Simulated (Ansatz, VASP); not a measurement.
# Two plane-wave programs on KF

```
K F
1.0
    -0.08537    2.63931    2.63931
     2.63931   -0.08537    2.63931
     2.63931    2.63931   -0.08537
K F
1 1
Direct
  0.00000 0.00000 0.00000
  0.50000 0.50000 0.50000
```

Alike in both runs: task single point; functional PBE; k mesh 8 × 8 × 8; occupations gaussian, width 0.05 eV; no spin polarisation.

|  | VASP | Ansatz |
| --- | --- | --- |
| version | VASP 6.6.1 | Ansatz 0.2.0 |
| potentials or method | VASP PAW PBE potentials, release 64 (K_sv, F), cutoff 520 eV | scalar-relativistic, plane waves, PAW |
| valence electrons in the cell | 16 | 16 |

|  | VASP | Ansatz | Ansatz less VASP |
| --- | --- | --- | --- |
| gap on the k mesh at the Fermi level (eV) | 6.07 | 6.09 | +0.016 |
| least direct gap on the mesh (eV) | 6.07 | 6.09 | +0.016 |
| pressure (GPa) | 1.0 | 1.0 | -0.03 |
| traceless stress, the component that is largest in VASP (GPa) | 0.38 | 0.38 | +0.005 |
